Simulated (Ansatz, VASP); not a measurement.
**TiB in VASP and in Ansatz**

```
CELL_PARAMETERS angstrom
0.00000 2.26415 2.26415
2.26415 0.00000 2.26415
2.26415 2.26415 0.00000
ATOMIC_POSITIONS crystal
Ti 0.00000 0.00000 0.00000
B 0.50000 0.50000 0.50000
```

Alike in both runs: functional r2SCAN; k mesh 16 × 16 × 16; occupations gaussian, width 0.1 eV; no spin polarisation.

Ansatz relaxed the structure, and its values are those at the end. VASP's run is a single point on that final structure, the one shown.

|  | VASP | Ansatz |
| --- | --- | --- |
| version | VASP 6.6.1 | Ansatz 0.2.0 |
| potentials or method | VASP PAW PBE potentials, release 64 (Ti_sv, B), cutoff 520 eV | scalar-relativistic, plane waves, PAW |
| valence electrons in the cell | 15 | 15 |

```tsv
	VASP	Ansatz	Ansatz less VASP
gap on the k mesh at the Fermi level (eV)	none	none	-
pressure (GPa)	0.5	0.0	-0.53
```

VASP's potentials were made for PBE, not for r2SCAN. A gap of «none» marks a metal or a gap that the smearing closes.
